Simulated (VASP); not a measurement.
# As in VASP: notebook

The runs below take As through single point, with r2SCAN, PBEsol+D3(BJ), PBE.

Program: VASP 6.6.1. These are calculated values, not measurements. Logs are shortened: lines on timing, memory, paths and dates and some standing lists are left out, and cuts for length are marked.

## 1. The cell of the first run

Symmetry: R-3m, No. 166, trigonal system. Conventional cell: a = 3.762 Å, b = 3.762 Å, c = 10.542 Å, α = 90.00°, β = 90.00°, γ = 120.00°. As (site symmetry 3m) has 6 As at 2.51 to 3.14 Å within 3.3 Å.

## 2. Single point, r2SCAN

Input file POSCAR:

```
As
1.0
    1.8807968987      1.0858785957      3.5140619945
   -1.8807968987      1.0858785957      3.5140619945
    0.0000000000     -2.1717571915      3.5140619945
As
2
Direct
    0.2260000000      0.2260000000      0.2260000000
    0.7740000000      0.7740000000      0.7740000000
```

Input file INCAR.step1:

```
SYSTEM = As
PREC = Accurate
ENCUT = 520
ISMEAR = 1
SIGMA = 0.025
LREAL = .False.
LASPH = .True.
NELM = 60
NBANDS = 12
GGA = PE
ALGO = Normal
EDIFF = 1E-4
LWAVE = .True.
LCHARG = .False.
```

Input file INCAR.step2:

```
SYSTEM = As
PREC = Accurate
ENCUT = 520
EDIFF = 1E-7
ISMEAR = 1
SIGMA = 0.025
LREAL = .False.
LASPH = .True.
NELM = 60
ALGO = Normal
ISIF = 2
LWAVE = .False.
LCHARG = .False.
METAGGA = R2SCAN
LMIXTAU = .True.
NBANDS = 12
ISTART = 1
```

Input file KPOINTS:

```
Automatic mesh
0
Gamma
  9 9 9
  0 0 0
```

Potentials or basis: VASP PAW PBE potentials, release 64 (As).

Started as:

```bash
$ cat potpaw_PBE.64/As/POTCAR > POTCAR
$ cp INCAR.step1 INCAR
$ mpirun -np 1 vasp_std > vasp.out
$ cp INCAR.step2 INCAR
$ mpirun -np 1 vasp_std > vasp.out
```

OUTCAR:

```text
SYSTEM = As
   PREC = Accurate
   ENCUT = 520
   EDIFF = 1E-7
   ISMEAR = 1
   LREAL = .False.
   LASPH = .True.
   NELM = 60
   ISIF = 2
   METAGGA = R2SCAN
   ISTART = 1

 ion  position               nearest neighbor table
   1  0.226  0.226  0.226-   2 2.51   2 2.51   2 2.51
   2  0.774  0.774  0.774-   1 2.51   1 2.51   1 2.51

  LATTYP: Found a trigonal (rhomboedric) cell.
 ALAT       =     4.1310000000
 COS(alpha) =     0.5854247172

  Lattice vectors:

 A1 = (   1.8807968987,   1.0858785957,   3.5140619945)
 A2 = (  -1.8807968987,   1.0858785957,   3.5140619945)
 A3 = (   0.0000000000,  -2.1717571915,   3.5140619945)

Analysis of symmetry for initial positions (statically):
=====================================================================
 Subroutine PRICEL returns:
 Original cell was already a primitive cell.

 Routine SETGRP: Setting up the symmetry group for a
 trigonal (rhombohedral) supercell.

 Subroutine GETGRP returns: Found 12 space group operations
 (whereof 12 operations were pure point group operations)
 out of a pool of 12 trial point group operations.

The static configuration has the point symmetry D_3d.

Analysis of symmetry for dynamics (positions and initial velocities):
=====================================================================
 Subroutine PRICEL returns:
 Original cell was already a primitive cell.

 Routine SETGRP: Setting up the symmetry group for a
 trigonal (rhombohedral) supercell.

 Subroutine GETGRP returns: Found 12 space group operations
 (whereof 12 operations were pure point group operations)
 out of a pool of 12 trial point group operations.

The dynamic configuration has the point symmetry D_3d.

 Subroutine INISYM returns: Found 12 space group operations
 (whereof 12 operations are pure point group operations),
 and found     1 'primitive' translations

----------------------------------------------------------------------------------------

                                     Primitive cell

  volume of cell :      43.0610

  direct lattice vectors                    reciprocal lattice vectors
     1.880796899  1.085878596  3.514061995     0.265844760  0.153485544  0.094856987
    -1.880796899  1.085878596  3.514061995    -0.265844760  0.153485544  0.094856987
     0.000000000 -2.171757191  3.514061995     0.000000000 -0.306971087  0.094856987

  length of vectors
     4.131000000  4.131000000  4.131000000     0.321292852  0.321292852  0.321292852

  position of ions in fractional coordinates (direct lattice)
     0.226000000  0.226000000  0.226000000
     0.774000000  0.774000000  0.774000000
[... 83 lines left out ...]
   ISIF   =      2    stress and relaxation
   ISYM   =      2    0-nonsym 1-usesym 2-fastsym
   POTIM  = 0.5000    time-step for ionic-motion
   TEBEG  =    0.0;   TEEND  =   0.0 temperature during run
   PSTRESS=    0.0 pullay stress
   NELECT =      10.0000    total number of electrons
   NUPDOWN=      -1.0000    fix difference up-down
   EMIN   =  10.00;   EMAX   =-10.00  energy-range for DOS
   EFERMI =   0.00;   METHOD = LEGACY
   ISMEAR =     1;   SIGMA  =   0.03  broadening in eV -4-tet -1-fermi 0-gaus
   EFERMI_NEDOS =   21; number of points for ismear=-14 and -15
   IALGO  =     38    algorithm
   IMIX   =      4    mixing-type and parameters
     AMIX     =   0.40;   BMIX     =  1.00
     AMIX_MAG =   1.60;   BMIX_MAG =  1.00
  volume/ion in A,a.u.               =      21.53       145.29
  Fermi-wavevector in a.u.,A,eV,Ry     =   1.006268  1.901570 13.776916  1.012575
  Thomas-Fermi vector in A             =   2.138999
   LORBIT       =      0    0 simple, 1 ext, 2 COOP (PROOUT), +10 PAW based schemes
   METAGGA = R2SCAN    functional components
   LHFCALC =     F    Hartree Fock is set to
   AEXX    =    0.0000 exact exchange contribution
   IVDW    =     0    specifies the selected vdW correction
   LEPSILON=     F    determine dielectric tensor
   LRPA    =     F    only Hartree local field effects (RPA)
 non-spin polarized calculation
 Methfessel and Paxton  Order N= 1 SIGMA  =   0.03
  energy-cutoff  :      520.00
  volume of cell :       43.06
 maximum number of plane-waves:      1171
   NGX = 15   NGY = 15   NGZ = 15

 number of electron      10.0000000 magnetization

 Free energy of the ion-electron system (eV)
  ---------------------------------------------------
  ext. energy  EPLUGINS =         0.00000000
  ---------------------------------------------------
  free energy    TOTEN  =       -29.38359812 eV

  energy without entropy =      -29.38362455  energy(sigma->0) =      -29.38360693

 E-fermi :   5.4028     XC(G=0): -10.4000

 val. band max:        5.3847699791   @ k =   0.4444  -0.0000  -0.0000
 cond. band min:       5.4736241520   @ k =   0.4444   0.3333   0.3333
 fundamental gap:      0.0888541729
 Fermi energy:         5.4028359781

 k-point     1 :       0.0000    0.0000    0.0000
  band No.  band energies     occupation
      1     -10.4388      2.00000
      2      -0.5692      2.00000
      3       2.6858      2.00000
      4       3.0820      2.00000
      5       3.0820      2.00000
      6       7.0446      0.00000
      7       8.3457      0.00000
      8       8.3457      0.00000
      9      12.6599      0.00000
     10      12.6599      0.00000
     11      13.2858      0.00000
     12      14.5982      0.00000
[... 331 lines left out ...]
 k-point    24 :       0.4444    0.4444   -0.0000
  band No.  band energies     occupation
      1      -7.7333      2.00000
      2      -4.6556      2.00000
      3      -0.7334      2.00000
      4       0.9595      2.00000
      5       1.0274      2.00000
      6       7.0222      0.00000
      7      10.9695      0.00000
      8      12.4864      0.00000
      9      12.6257      0.00000
     10      16.3198      0.00000
     11      17.6238      0.00000
     12      18.9672      0.00000

 [... further k-points ...]
[... 5 lines left out ...]
  --------------------------------------------------------------------------------------
  -------------------------------------------------------------------------------------
  Total        0.4789478      0.4789478      0.6619010     -0.0000000     -0.0000000      0.0000000
  in kB       17.8202953     17.8202953     24.6274704     -0.0000000     -0.0000000      0.0000000
  external PRESSURE =      20.0893537 kB  Pullay stress =       0.0000000 kB

 VOLUME and BASIS-vectors are now :
 -----------------------------------------------------------------------------
  energy-cutoff  :      520.00
  volume of cell :       43.06
      direct lattice vectors                 reciprocal lattice vectors
     1.880796899  1.085878596  3.514061995     0.265844760  0.153485544  0.094856987
    -1.880796899  1.085878596  3.514061995    -0.265844760  0.153485544  0.094856987
     0.000000000 -2.171757191  3.514061995     0.000000000 -0.306971087  0.094856987

 POSITION                                       TOTAL-FORCE (eV/Angst)
 -----------------------------------------------------------------------------------
      0.00000     -0.00000      2.38253         0.000000     -0.000000      0.193887
      0.00000     -0.00000      8.15965         0.000000      0.000000     -0.193887
 -----------------------------------------------------------------------------------
    total drift:                               -0.000000     -0.000000      0.000000

  FREE ENERGIE OF THE ION-ELECTRON SYSTEM (eV)
  ---------------------------------------------------
  free  energy   TOTEN  =       -29.3835981235 eV

  energy  without entropy=      -29.3836245498  energy(sigma->0) =      -29.38360693
```

OUTCAR.step1:

```text
SYSTEM = As
   PREC = Accurate
   ENCUT = 520
   ISMEAR = 1
   LREAL = .False.
   LASPH = .True.
[... 582 lines left out ...]
      0.00000     -0.00000      2.38253         0.000000     -0.000000      0.489511
      0.00000     -0.00000      8.15965         0.000000      0.000000     -0.489511
 -----------------------------------------------------------------------------------
    total drift:                               -0.000000     -0.000000      0.000000

  FREE ENERGIE OF THE ION-ELECTRON SYSTEM (eV)
  ---------------------------------------------------
  free  energy   TOTEN  =        -9.3218329842 eV

  energy  without entropy=       -9.3218477120  energy(sigma->0) =       -9.32183789
```

It used 340 s of CPU time on 1 thread of AMD EPYC 7R13 Processor (Zen 3), with other jobs on the host.

What came out:

* Free energy: -29.3836 eV
* Pressure: 2.0 GPa
* Largest force: 0.194 eV/Å
* Band gap on the k mesh: zero (band 5 reaches 5.47 eV, above the bottom of band 6 at 5.38 eV)

Forces in eV/Å, atoms in the order of the input:
```
As   0.000  0.000  0.194
As   0.000  0.000 -0.194
```

Stress tensor (GPa, compression positive):
```
1.78 0.00 0.00
0.00 1.78 0.00
0.00 0.00 2.46
```

Caveat: the PAW data sets were made with another functional, which shifts forces and pressure a little.

(Continued in part 2 of 3.)
